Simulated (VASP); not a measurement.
A run of VASP 6.6.1 is set up as follows.

INCAR

```
SYSTEM = Si4O7
PREC = Accurate ; ENCUT = 520
EDIFF = 1E-6 ; ISMEAR = -1
SIGMA = 0.1379 ; LREAL = Auto
LASPH = .True. ; NELM = 120
ALGO = Normal ; ISIF = 2
LWAVE = .False. ; LCHARG = .True.
GGA = PE ; LELF = .True.
LVHAR = .True. ; NBANDS = 75
ISYM = -1 ; GGA_COMPAT = .False.
```

Contents of KPOINTS:

```
explicit points
1
Reciprocal
  0.25000000   0.25000000   0.25000000 1
```

Contents of POSCAR:

```
Si4O7
1.0
    7.0842070000      0.0663610000      0.0972760000
    0.0663610000      6.9740900000     -0.0358550000
    0.0972760000     -0.0358550000      7.1323860000
Si O
8 14
Direct
    0.5063509038      0.1765241256      0.0999328250
    0.6113223710      0.2087200899      0.5211450507
    0.6247317301      0.7649952671      1.0155254499
    0.3804460903      0.3665545846      0.7155332789
    0.0603961552      0.6723444749      0.6484403417
    0.1825969355      0.8902419743      0.2754139115
    0.9262900346      0.0534041051      0.8238897915
    0.9194338881      0.6236545603      0.3015921016
    0.0833103134      0.8344015925      0.4964818751
    0.3677635467      0.1992115068      0.5569414165
    0.7545607848      0.6681825403      0.1770626309
    0.6139701238      0.2715865708      0.2771680022
    0.1377724449      0.6272469859      0.2399846262
    0.2271858893      0.5478214480      0.7152242466
    0.9591996905      0.7796292686      0.8357031572
    0.6829743757      1.0166364988      0.0122243084
    0.4051024298      0.2882439180      0.9262035512
    0.0062183428     -0.0024530693      0.1518541130
    0.5939053113      0.4219705566      0.6321235308
    0.3664272448      1.0118923811      0.2229260762
    0.9018229370      0.5396022218      0.5259888780
    0.7578838190      0.0550720585      0.6371613514
```

Potentials or basis: VASP PAW PBE potentials, release 64 (Si, O).

Launch:

```sh
$ cat potpaw_PBE.64/Si/POTCAR potpaw_PBE.64/O/POTCAR > POTCAR
$ mpirun -np 1 vasp_std > vasp.out
```

(1) Predict the largest force.

(2) Predict the pressure.

Answers

(1) 6.227 eV/Å.

(2) -3.5 GPa.

Caveat: the atoms stand as in a frame of molecular dynamics.
